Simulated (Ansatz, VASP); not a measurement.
# One calculation of Nb, two programs

Contents of INCAR:

```
SYSTEM = Nb
PREC     = Accurate       ! precision mode
ENCUT    = 600            ! plane-wave cutoff, eV
EDIFF    = 1E-7           ! SCF threshold, eV
ISMEAR   = 0              ! smearing method
SIGMA    = 0.1            ! smearing width, eV
LREAL    = .FALSE.        ! projectors in reciprocal space
LASPH    = .TRUE.         ! aspherical terms in the spheres
NELM     = 60             ! most SCF steps
ALGO     = Fast           ! electronic algorithm
ISIF     = 3              ! what is computed and relaxed
LWAVE    = .FALSE.        ! write WAVECAR
LCHARG   = .FALSE.        ! write CHGCAR
GGA      = PE             ! functional
IBRION   = 2              ! ionic algorithm
NSW      = 100            ! ionic steps
EDIFFG   = -0.01          ! ionic threshold
```

File KPOINTS:

```
regular mesh
0
G
  24 24 24
  0 0 0
```

POSCAR

```
Nb
1.0
   -1.6565184360      1.6565184360      1.6565184360
    1.6565184360     -1.6565184360      1.6565184360
    1.6565184360      1.6565184360     -1.6565184360
Nb
1
Direct
    0.0000000000      0.0000000000      0.0000000000
```

Input for Ansatz:

```yaml
crystal:
  lattice:
    - [-1.656518436, 1.656518436, 1.656518436]
    - [1.656518436, -1.656518436, 1.656518436]
    - [1.656518436, 1.656518436, -1.656518436]
  atoms:
    - { symbol: Nb, position: [0.0, 0.0, 0.0] }
basis:
  ecutwfc: 420
kpoints:
  mp_grid: { grid: [24, 24, 24] }
hamiltonian:
  xc: pbe
scf:
  occupations: { method: gaussian, width: 0.1 }
output:
  forces: true
  stress: true
  eigenvalues: true
relax:
  adjacent_minimum: "off"
  f_tol: 0.01
  max_steps: 80
  cell: { stress_tol: 0.05 }
```

Alike in both runs: task relaxation of cell and atoms; functional PBE; k mesh 24 × 24 × 24; occupations gaussian, width 0.1 eV; no spin polarisation.

|  | VASP | Ansatz |
| --- | --- | --- |
| version | VASP 6.6.1 | Ansatz 0.2.0 |
| potentials or method | VASP PAW PBE potentials, release 64 (Nb_sv), cutoff 600 eV | scalar-relativistic, plane waves, PAW |
| valence electrons in the cell | 13 | 13 |

VASP gave:

| Item | Value |
| --- | --- |
| gap on the k mesh at the Fermi level, each at its own relaxed structure (eV) | none |
| relaxed volume (Å³/atom) | 18.10 |
| relaxed cell length with the largest relative difference (Å) | 2.865 |

Task: Which values does Ansatz return?

Result: gap on the k mesh at the Fermi level, each at its own relaxed structure (eV): none; relaxed volume (Å³/atom): 18.13; relaxed cell length with the largest relative difference (Å): 2.866.

A gap of «none» marks a metal or a gap that the smearing closes.
